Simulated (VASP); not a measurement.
# C (Fd-3m) in VASP: settings compared

C is run at these levels: PBE, PBE+D4; tasks: single point.

Everything below comes from runs of VASP 6.6.1. Logs are shortened: lines on timing, memory, paths and dates and some standing lists are left out, and cuts for length are marked.

### 1 The cell of the first run

Symmetry: Fd-3m, No. 227, cubic system. The conventional cell has a = 3.560 Å, b = 3.560 Å, c = 3.560 Å, α = 90.00°, β = 90.00°, γ = 90.00°. C (site symmetry -43m) has 4 C at 1.54 Å within 2.1 Å.

### 2 Single point, PBE

Input file INCAR:

```
  PREC = Accurate
  ENCUT = 600
  EDIFF = 1E-6
  ISMEAR = 0
  SIGMA = 0.2
  LREAL = F
  LASPH = T
  NELM = 120
  ALGO = Normal
  ISIF = 2
  LWAVE = F
  LCHARG = T
  GGA = PE
  LELF = T
  LVHAR = T
  NBANDS = 11
  GGA_COMPAT = F
```

Input file KPOINTS:

```
regular mesh
0
Gamma
  8 8 8
```

Input file POSCAR:

```
C
1.0
    0.0000000000      1.7801241411      1.7801241411
    1.7801241411      0.0000000000      1.7801241411
    1.7801241411      1.7801241411      0.0000000000
C
2
Direct
    0.0000000000      0.0000000000      0.0000000000
    0.2500000000      0.2500000000      0.2500000000
```

Potentials or basis: VASP PAW PBE potentials, release 64 (C).

Launch:

```bash
$ cat potpaw_PBE.64/C/POTCAR > POTCAR
$ mpirun -np 1 vasp_std > vasp.out
```

OUTCAR:

```text
PREC = Accurate
   ENCUT = 600
   EDIFF = 1E-6
   ISMEAR = 0
   LREAL = F
   LASPH = T
   NELM = 120
   ISIF = 2
   GGA = PE

 ion  position               nearest neighbor table
   1  0.000  0.000  0.000-   2 1.54   2 1.54   2 1.54   2 1.54
   2  0.250  0.250  0.250-   1 1.54   1 1.54   1 1.54   1 1.54

  LATTYP: Found a face centered cubic cell.
 ALAT       =     3.5602482822

  Lattice vectors:

 A1 = (   0.0000000000,   1.7801241411,   1.7801241411)
 A2 = (   1.7801241411,   0.0000000000,   1.7801241411)
 A3 = (   1.7801241411,   1.7801241411,   0.0000000000)

Analysis of symmetry for initial positions (statically):
=====================================================================
 Subroutine PRICEL returns:
 Original cell was already a primitive cell.

 Routine SETGRP: Setting up the symmetry group for a
 face centered cubic supercell.

 Subroutine GETGRP returns: Found 48 space group operations
 (whereof 24 operations were pure point group operations)
 out of a pool of 48 trial point group operations.

The static configuration has the point symmetry T_d .
 The point group associated with its full space group is O_h .

Analysis of symmetry for dynamics (positions and initial velocities):
=====================================================================
 Subroutine PRICEL returns:
 Original cell was already a primitive cell.

 Routine SETGRP: Setting up the symmetry group for a
 face centered cubic supercell.

 Subroutine GETGRP returns: Found 48 space group operations
 (whereof 24 operations were pure point group operations)
 out of a pool of 48 trial point group operations.

The dynamic configuration has the point symmetry T_d .
 The point group associated with its full space group is O_h .

 Subroutine INISYM returns: Found 48 space group operations
 (whereof 24 operations are pure point group operations),
 and found     1 'primitive' translations

----------------------------------------------------------------------------------------

                                     Primitive cell

  volume of cell :      11.2819

  direct lattice vectors                    reciprocal lattice vectors
     0.000000000  1.780124141  1.780124141    -0.280879287  0.280879287  0.280879287
     1.780124141  0.000000000  1.780124141     0.280879287 -0.280879287  0.280879287
     1.780124141  1.780124141  0.000000000     0.280879287  0.280879287 -0.280879287

  length of vectors
     2.517475703  2.517475703  2.517475703     0.486497196  0.486497196  0.486497196

  position of ions in fractional coordinates (direct lattice)
     0.000000000  0.000000000  0.000000000
     0.250000000  0.250000000  0.250000000
[... 82 lines left out ...]
   NFREE  =      0    steps in history (QN), initial steepest desc. (CG)
   ISIF   =      2    stress and relaxation
   ISYM   =      2    0-nonsym 1-usesym 2-fastsym
   POTIM  = 0.5000    time-step for ionic-motion
   TEBEG  =    0.0;   TEEND  =   0.0 temperature during run
   PSTRESS=    0.0 pullay stress
   NELECT =       8.0000    total number of electrons
   NUPDOWN=      -1.0000    fix difference up-down
   EMIN   =  10.00;   EMAX   =-10.00  energy-range for DOS
   EFERMI =   0.00;   METHOD = LEGACY
   ISMEAR =     0;   SIGMA  =   0.20  broadening in eV -4-tet -1-fermi 0-gaus
   EFERMI_NEDOS =   21; number of points for ismear=-14 and -15
   IALGO  =     38    algorithm
   IMIX   =      4    mixing-type and parameters
     AMIX     =   0.40;   BMIX     =  1.00
     AMIX_MAG =   1.60;   BMIX_MAG =  1.00
  volume/ion in A,a.u.               =       5.64        38.07
  Fermi-wavevector in a.u.,A,eV,Ry     =   1.459860  2.758735 28.996616  2.131191
  Thomas-Fermi vector in A             =   2.576377
   LORBIT       =      0    0 simple, 1 ext, 2 COOP (PROOUT), +10 PAW based schemes
   GGA     = PE    functional components
   LHFCALC =     F    Hartree Fock is set to
   AEXX    =    0.0000 exact exchange contribution
   IVDW    =     0    specifies the selected vdW correction
   LEPSILON=     F    determine dielectric tensor
   LRPA    =     F    only Hartree local field effects (RPA)
 non-spin polarized calculation
 Gauss-broadening in eV      SIGMA  =   0.20
  energy-cutoff  :      600.00
  volume of cell :       11.28
 maximum number of plane-waves:       388
   NGX =  9   NGY =  9   NGZ =  9

 number of electron       7.9999999 magnetization

 Free energy of the ion-electron system (eV)
  ---------------------------------------------------
  ext. energy  EPLUGINS =         0.00000000
  ---------------------------------------------------
  free energy    TOTEN  =       -18.18777017 eV

  energy without entropy =      -18.18777017  energy(sigma->0) =      -18.18777017

 E-fermi :  10.6163     XC(G=0): -13.2780

 val. band max:        9.8081423191   @ k =   0.0000   0.0000   0.0000
 cond. band min:      13.9528048206   @ k =   0.3750   0.3750   0.0000
 fundamental gap:      4.1446625015
 Fermi energy:        10.6162641332

 k-point     1 :       0.0000    0.0000    0.0000
  band No.  band energies     occupation
      1     -11.7421      2.00000
      2       9.8081      2.00000
      3       9.8081      2.00000
      4       9.8081      2.00000
      5      15.4133      0.00000
      6      15.4133      0.00000
      7      15.4133      0.00000
      8      23.2649      0.00000
      9      29.1731      0.00000
     10      36.4041      0.00000
     11      36.4041      0.00000
[... 309 lines left out ...]
 k-point    24 :      -0.3750    0.2500    0.1250
  band No.  band energies     occupation
      1      -4.9216      2.00000
      2      -2.6090      2.00000
      3       3.4702      2.00000
      4       5.0945      2.00000
      5      18.1255      0.00000
      6      19.3037      0.00000
      7      22.9334      0.00000
      8      24.7398      0.00000
      9      28.1810      0.00000
     10      33.8180      0.00000
     11      36.2189      0.00000

 [... further k-points ...]
[... 5 lines left out ...]
  --------------------------------------------------------------------------------------
  -------------------------------------------------------------------------------------
  Total        0.2976165      0.2976165      0.2976165      0.0000000      0.0000000      0.0000000
  in kB       42.2655763     42.2655763     42.2655763      0.0000000      0.0000000      0.0000000
  external PRESSURE =      42.2655763 kB  Pullay stress =       0.0000000 kB

 VOLUME and BASIS-vectors are now :
 -----------------------------------------------------------------------------
  energy-cutoff  :      600.00
  volume of cell :       11.28
      direct lattice vectors                 reciprocal lattice vectors
     0.000000000  1.780124141  1.780124141    -0.280879287  0.280879287  0.280879287
     1.780124141  0.000000000  1.780124141     0.280879287 -0.280879287  0.280879287
     1.780124141  1.780124141  0.000000000     0.280879287  0.280879287 -0.280879287

 POSITION                                       TOTAL-FORCE (eV/Angst)
 -----------------------------------------------------------------------------------
      0.00000      0.00000      0.00000         0.000000      0.000000      0.000000
      0.89006      0.89006      0.89006        -0.000000     -0.000000     -0.000000
 -----------------------------------------------------------------------------------
    total drift:                                0.000000      0.000000      0.000000

  FREE ENERGIE OF THE ION-ELECTRON SYSTEM (eV)
  ---------------------------------------------------
  free  energy   TOTEN  =       -18.1877701741 eV

  energy  without entropy=      -18.1877701740  energy(sigma->0) =      -18.18777017
```

OSZICAR:

```text
N       E                     dE             d eps       ncg     rms          rms(c)
DAV:   1     0.296310532748E+01    0.29631E+01   -0.53183E+03   638   0.808E+02
DAV:   2    -0.183338600253E+02   -0.21297E+02   -0.20520E+02   878   0.133E+02
DAV:   3    -0.188350550823E+02   -0.50120E+00   -0.49960E+00   755   0.158E+01
DAV:   4    -0.188362996693E+02   -0.12446E-02   -0.12446E-02   677   0.863E-01
DAV:   5    -0.188363009321E+02   -0.12628E-05   -0.12623E-05   731   0.297E-02    0.557E+00
DAV:   6    -0.183496768845E+02    0.48662E+00   -0.25433E-01   656   0.356E+00    0.332E+00
DAV:   7    -0.181858911793E+02    0.16379E+00   -0.31105E-01   674   0.398E+00    0.758E-01
DAV:   8    -0.181877100758E+02   -0.18189E-02   -0.86791E-03   650   0.699E-01    0.437E-02
DAV:   9    -0.181877496461E+02   -0.39570E-04   -0.61980E-05   760   0.636E-02    0.243E-02
DAV:  10    -0.181877701022E+02   -0.20456E-04   -0.15452E-05   674   0.347E-02    0.528E-03
DAV:  11    -0.181877701741E+02   -0.71950E-07   -0.24965E-07   564   0.459E-03
   1 F= -.18187770E+02 E0= -.18187770E+02  d E =-.536758E-10
```

stdout:

```text
POSCAR found type information on POSCAR C
 POSCAR found :  1 types and       2 ions
 scaLAPACK will be used
 LDA part: xc-table for (Slater+PW92), standard interpolation
 POSCAR, INCAR and KPOINTS ok, starting setup
 FFT: planning ... GRIDC
 FFT: planning ... GRID_SOFT
 FFT: planning ... GRID
 WAVECAR not read
 entering main loop
```

Wall time 4 s (1 thread of Intel Xeon 6975P-C, shared host); peak memory 0.12 GiB.

Results:

| Item | Value |
| --- | --- |
| Free energy | -18.1878 eV |
| Pressure | 4.2 GPa |
| Band gap on the k mesh | 4.14 eV, indirect (least direct gap 5.61 eV) |

Levels at points of the mesh, in eV from the valence-band top:
```
           k point  band 1  band 2  band 3  band 4  band 5  band 6  band 7  band 8
(0.00, 0.00, 0.00)  -21.55    0.00    0.00    0.00    5.61    5.61    5.61   13.46
(0.50, 0.00, 0.00)  -15.74  -13.43   -2.81   -2.81    8.48    8.48    8.92   15.75
(0.50, 0.50, 0.00)  -12.80  -12.80   -6.33   -6.33    4.77    4.77   16.89   16.89
```

### 3 Single point, PBE+D4

Input file INCAR:

```
SYSTEM = C
PREC = Accurate
ENCUT = 600
EDIFF = 1E-6
ISMEAR = 0
SIGMA = 0.01
LREAL = .FALSE.
LASPH = .TRUE.
NELM = 120
ALGO = Normal
ISIF = 2
LWAVE = .FALSE.
LCHARG = .FALSE.
GGA = PE
IVDW = 13
NBANDS = 11
GGA_COMPAT = .FALSE.
```

Input file KPOINTS:

```
regular mesh
0
G
  8 8 8
  0 0 0
```

POSCAR is that of step 2.

Potentials or basis: VASP PAW PBE potentials, release 64 (C).

Launch:

```bash
$ cat potpaw_PBE.64/C/POTCAR > POTCAR
$ mpirun -np 1 vasp_std > vasp.out
```

Wall time 7.7 s (1 thread of Intel Xeon 6975P-C, shared host); peak memory 0.11 GiB.

Results (log left out):

```
Free energy                : -18.6161 eV
Pressure                   : -1.1 GPa
Band gap on the k mesh     : 4.14 eV, indirect (least direct gap 5.61 eV)
Dispersion energy per atom : -0.214 eV
```

Levels at points of the mesh, in eV from the valence-band top:
| k point | band 1 | band 2 | band 3 | band 4 | band 5 | band 6 | band 7 | band 8 | band 9 |
| --- | --- | --- | --- | --- | --- | --- | --- | --- | --- |
| (0.00, 0.00, 0.00) | -21.55 | 0.00 | 0.00 | 0.00 | 5.61 | 5.61 | 5.61 | 13.46 | 19.37 |
| (0.50, 0.00, 0.00) | -15.74 | -13.43 | -2.81 | -2.81 | 8.48 | 8.48 | 8.92 | 15.75 | 21.97 |
| (0.50, 0.50, 0.00) | -12.80 | -12.80 | -6.33 | -6.33 | 4.77 | 4.77 | 16.89 | 16.89 | 23.33 |

A k mesh can miss the band edges. Expect the measured gap to be larger: semilocal functionals such as PBE lack the derivative discontinuity.
